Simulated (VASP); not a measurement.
# ScAl3 (P6_3/mmc) in VASP: a series of runs

The runs below take ScAl3 through single point, relaxation of cell and atoms, with PBE.

Everything below comes from runs of VASP 6.6.1. Logs are shortened: lines on timing, memory, paths and dates and some standing lists are left out, and cuts for length are marked.

### Step 1. The cell of the first run

Symmetry: P6_3/mmc, No. 194, hexagonal system. Conventional cell: a = 5.825 Å, b = 5.825 Å, c = 4.737 Å, α = 90.00°, β = 90.00°, γ = 120.00°. Within 3.8 Å of Sc (site symmetry -6m2) lie 12 Al at 2.91 to 2.94 Å. Within 3.7 Å of Al (site symmetry mm2) lie 8 Al at 2.80 to 3.02 Å and 4 Sc at 2.91 to 2.94 Å.

The cell was generated, and may not be a known phase.

### Step 2. Single point, PBE

Contents of INCAR:

```
PREC     = Accurate       # precision mode
ENCUT    = 520            # plane-wave cutoff, eV
EDIFF    = 1E-7           # SCF threshold, eV
ISMEAR   = 0              # smearing method
SIGMA    = 0.1            # smearing width, eV
LREAL    = False          # projectors in reciprocal space
LASPH    = True           # aspherical terms in the spheres
NELM     = 60             # most SCF steps
ALGO     = Normal         # electronic algorithm
ISIF     = 2              # what is computed and relaxed
LWAVE    = False          # write WAVECAR
LCHARG   = False          # write CHGCAR
GGA      = PE             # functional
NBANDS   = 30             # bands
```

Contents of KPOINTS:

```
Automatic mesh
0
Gamma
  6 6 4
```

Contents of POSCAR:

```
ScAl3
1.0
    5.8250396827      0.0000000000      0.0000000000
   -2.9125198414      5.0446323433      0.0000000000
    0.0000000000      0.0000000000      4.7369582568
Sc Al
2 6
Direct
    0.6666666667      0.3333333333      0.2500000000
    0.3333333333      0.6666666667      0.7500000000
    0.8395557517      0.1604442483      0.7500000000
    0.3208884965      0.1604442483      0.7500000000
    0.8395557517      0.6791115035      0.7500000000
    0.1604442483      0.8395557517      0.2500000000
    0.6791115035      0.8395557517      0.2500000000
    0.1604442483      0.3208884965      0.2500000000
```

Potentials or basis: VASP PAW PBE potentials, release 64 (Sc_sv, Al).

Command:

```bash
cat potpaw_PBE.64/Sc_sv/POTCAR potpaw_PBE.64/Al/POTCAR > POTCAR
mpirun -np 1 vasp_std > vasp.out
```

OUTCAR:

```text
PREC = Accurate
   ENCUT = 520
   EDIFF = 1E-7
   ISMEAR = 0
   LREAL = False
   LASPH = True
   NELM = 60
   ISIF = 2
   GGA = PE

 ion  position               nearest neighbor table
   1  0.667  0.333  0.250-   8 2.91   6 2.91   8 2.91   6 2.91   7 2.91   7 2.91   3 2.94   3 2.94
                             4 2.94   4 2.94   5 2.94   5 2.94
   2  0.333  0.667  0.750-   5 2.91   3 2.91   5 2.91   3 2.91   4 2.91   4 2.91   6 2.94   6 2.94
                             7 2.94   7 2.94   8 2.94   8 2.94
   3  0.840  0.160  0.750-   4 2.80   5 2.80   8 2.87   8 2.87   7 2.87   7 2.87   2 2.91   2 2.91
                             1 2.94   1 2.94   4 3.02   5 3.02
   4  0.321  0.160  0.750-   3 2.80   5 2.80   8 2.87   8 2.87   6 2.87   6 2.87   2 2.91   2 2.91
                             1 2.94   1 2.94   3 3.02   5 3.02
   5  0.840  0.679  0.750-   4 2.80   3 2.80   7 2.87   7 2.87   6 2.87   6 2.87   2 2.91   2 2.91
                             1 2.94   1 2.94   4 3.02   3 3.02
   6  0.160  0.840  0.250-   7 2.80   8 2.80   5 2.87   5 2.87   4 2.87   4 2.87   1 2.91   1 2.91
                             2 2.94   2 2.94   7 3.02   8 3.02
   7  0.679  0.840  0.250-   6 2.80   8 2.80   5 2.87   5 2.87   3 2.87   3 2.87   1 2.91   1 2.91
                             2 2.94   2 2.94   6 3.02   8 3.02
   8  0.160  0.321  0.250-   7 2.80   6 2.80   4 2.87   4 2.87   3 2.87   3 2.87   1 2.91   1 2.91
                             2 2.94   2 2.94   7 3.02   6 3.02

  LATTYP: Found a hexagonal cell.
 ALAT       =     5.8250396827
 C/A-ratio  =     0.8132061780

  Lattice vectors:

 A1 = (   5.8250396827,   0.0000000000,   0.0000000000)
 A2 = (  -2.9125198414,   5.0446323433,   0.0000000000)
 A3 = (   0.0000000000,   0.0000000000,   4.7369582568)

Analysis of symmetry for initial positions (statically):
=====================================================================
 Subroutine PRICEL returns:
 Original cell was already a primitive cell.

 Routine SETGRP: Setting up the symmetry group for a
 hexagonal supercell.

 Subroutine GETGRP returns: Found 24 space group operations
 (whereof 12 operations were pure point group operations)
 out of a pool of 24 trial point group operations.

The static configuration has the point symmetry D_3d.
 The point group associated with its full space group is D_6h.

Analysis of symmetry for dynamics (positions and initial velocities):
=====================================================================
 Subroutine PRICEL returns:
 Original cell was already a primitive cell.

 Routine SETGRP: Setting up the symmetry group for a
 hexagonal supercell.

[... 121 lines left out ...]
   POTIM  = 0.5000    time-step for ionic-motion
   TEBEG  =    0.0;   TEEND  =   0.0 temperature during run
   PSTRESS=    0.0 pullay stress
   NELECT =      40.0000    total number of electrons
   NUPDOWN=      -1.0000    fix difference up-down
   EMIN   =  10.00;   EMAX   =-10.00  energy-range for DOS
   EFERMI =   0.00;   METHOD = LEGACY
   ISMEAR =     0;   SIGMA  =   0.10  broadening in eV -4-tet -1-fermi 0-gaus
   EFERMI_NEDOS =   21; number of points for ismear=-14 and -15
   IALGO  =     38    algorithm
   IMIX   =      4    mixing-type and parameters
     AMIX     =   0.40;   BMIX     =  1.00
     AMIX_MAG =   1.60;   BMIX_MAG =  1.00
  volume/ion in A,a.u.               =      17.40       117.42
  Fermi-wavevector in a.u.,A,eV,Ry     =   1.080319  2.041508 15.879223  1.167090
  Thomas-Fermi vector in A             =   2.216307
   LORBIT       =      0    0 simple, 1 ext, 2 COOP (PROOUT), +10 PAW based schemes
   GGA     = PE    functional components
   LHFCALC =     F    Hartree Fock is set to
   AEXX    =    0.0000 exact exchange contribution
   IVDW    =     0    specifies the selected vdW correction
   LEPSILON=     F    determine dielectric tensor
   LRPA    =     F    only Hartree local field effects (RPA)
 non-spin polarized calculation
 Gauss-broadening in eV      SIGMA  =   0.10
  energy-cutoff  :      520.00
  volume of cell :      139.20
 maximum number of plane-waves:      3777
 NGX is ok and might be reduce to    48
   NGX = 21   NGY = 21   NGZ = 17

 number of electron      39.9999998 magnetization

 Free energy of the ion-electron system (eV)
  ---------------------------------------------------
  ext. energy  EPLUGINS =         0.00000000
  ---------------------------------------------------
  free energy    TOTEN  =       -38.16715452 eV

  energy without entropy =      -38.15107755  energy(sigma->0) =      -38.15911603

 E-fermi :   7.1129     XC(G=0): -10.3440

 val. band max:        7.0907341410   @ k =   0.0000   0.0000   0.5000
 cond. band min:       7.1158176957   @ k =   0.3333   0.0000   0.2500
 fundamental gap:      0.0250835546
 Fermi energy:         7.1128825555

 k-point     1 :       0.0000    0.0000    0.0000
  band No.  band energies     occupation
      1     -42.0709      2.00000
      2     -42.0676      2.00000
      3     -20.8088      2.00000
      4     -20.7881      2.00000
      5     -20.7627      2.00000
      6     -20.7627      2.00000
[... 682 lines left out ...]
     29      10.2504      0.00000
     30      10.2504      0.00000

------------------------ aborting loop because EDIFF is reached ----------------------------------------

  FORCE on cell =-STRESS in cart. coord.  units (eV):
  Direction    XX          YY          ZZ          XY          YZ          ZX
  --------------------------------------------------------------------------------------
  -------------------------------------------------------------------------------------
  Total        0.0891779      0.0891779      0.1564087     -0.0000000      0.0000000      0.0000000
  in kB        1.0264550      1.0264550      1.8002942     -0.0000000      0.0000000      0.0000000
  external PRESSURE =       1.2844014 kB  Pullay stress =       0.0000000 kB

 VOLUME and BASIS-vectors are now :
 -----------------------------------------------------------------------------
  energy-cutoff  :      520.00
  volume of cell :      139.20
      direct lattice vectors                 reciprocal lattice vectors
     5.825039683  0.000000000  0.000000000     0.171672650  0.099115251  0.000000000
    -2.912519841  5.044632343  0.000000000     0.000000000  0.198230502  0.000000000
     0.000000000  0.000000000  4.736958257     0.000000000  0.000000000  0.211105935

 POSITION                                       TOTAL-FORCE (eV/Angst)
 -----------------------------------------------------------------------------------
      2.91252      1.68154      1.18424         0.000000     -0.000000      0.000000
     -0.00000      3.36309      3.55272         0.000000     -0.000000      0.000000
      4.42315      0.80938      3.55272         0.009326     -0.005384     -0.000000
      1.40189      0.80938      3.55272        -0.009326     -0.005384      0.000000
      2.91252      3.42587      3.55272        -0.000000      0.010768      0.000000
     -1.51063      4.23525      1.18424        -0.009326      0.005384      0.000000
      1.51063      4.23525      1.18424         0.009326      0.005384     -0.000000
      0.00000      1.61876      1.18424         0.000000     -0.010768      0.000000
 -----------------------------------------------------------------------------------
    total drift:                               -0.000000      0.000000     -0.000000

  FREE ENERGIE OF THE ION-ELECTRON SYSTEM (eV)
  ---------------------------------------------------
  free  energy   TOTEN  =       -38.1671545154 eV

  energy  without entropy=      -38.1510775456  energy(sigma->0) =      -38.15911603
```

OSZICAR:

```text
N       E                     dE             d eps       ncg     rms          rms(c)
DAV:   1     0.417738715326E+03    0.41774E+03   -0.16752E+04  1276   0.121E+03
DAV:   2    -0.152556513758E+01   -0.41926E+03   -0.40991E+03  1508   0.434E+02
DAV:   3    -0.388086568128E+02   -0.37283E+02   -0.35977E+02  2112   0.128E+02
DAV:   4    -0.405172067710E+02   -0.17085E+01   -0.14674E+01  2112   0.219E+01
DAV:   5    -0.405544942770E+02   -0.37288E-01   -0.37160E-01  1994   0.306E+00    0.117E+01
DAV:   6    -0.383106124323E+02    0.22439E+01   -0.10834E+01  2040   0.254E+01    0.393E+00
DAV:   7    -0.382205035616E+02    0.90109E-01   -0.53304E-01  2098   0.488E+00    0.255E+00
DAV:   8    -0.381699382936E+02    0.50565E-01   -0.10514E-01  1992   0.248E+00    0.399E-01
DAV:   9    -0.381681142278E+02    0.18241E-02   -0.29377E-02  1886   0.156E+00    0.265E-01
DAV:  10    -0.381671597392E+02    0.95449E-03   -0.42081E-03  2008   0.613E-01    0.103E-01
DAV:  11    -0.381671777920E+02   -0.18053E-04   -0.24220E-04  2082   0.129E-01    0.451E-02
DAV:  12    -0.381671543578E+02    0.23434E-04   -0.10252E-04  1930   0.940E-02    0.973E-03
DAV:  13    -0.381671545649E+02   -0.20712E-06   -0.29931E-06  1816   0.116E-02    0.522E-03
DAV:  14    -0.381671545188E+02    0.46133E-07   -0.10249E-06  1824   0.819E-03    0.255E-03
DAV:  15    -0.381671545154E+02    0.34183E-08   -0.42441E-08   972   0.240E-03
   1 F= -.38167155E+02 E0= -.38159116E+02  d E =-.160770E-01
```

stdout:

```text
POSCAR found type information on POSCAR ScAl
 POSCAR found :  2 types and       8 ions
 scaLAPACK will be used
 LDA part: xc-table for (Slater+PW92), standard interpolation
 POSCAR, INCAR and KPOINTS ok, starting setup
 FFT: planning ... GRIDC
 FFT: planning ... GRID_SOFT
 FFT: planning ... GRID
 WAVECAR not read
 entering main loop
```

It took 2.1 min on 1 thread of AMD EPYC 7R43 (Zen 3), shared host; peak memory 0.26 GiB.

What came out:

```yaml
Free_energy: -38.1672 eV
Pressure: 0.1 GPa
Largest_force: 0.011 eV/Å
Band_gap_on_the_k_mesh: zero (bands 20 and 21 overlap by 0.89 eV)
```

Forces on the atoms (eV/Å):
```
Sc   0.000  0.000  0.000
Sc   0.000  0.000  0.000
Al   0.009 -0.005  0.000
Al  -0.009 -0.005  0.000
Al   0.000  0.011  0.000
Al  -0.009  0.005  0.000
Al   0.009  0.005  0.000
Al   0.000 -0.011  0.000
```

(Part 1 of 2 ends here.)

The gap in the log of VASP goes by the Fermi energy; the results here count the filled bands.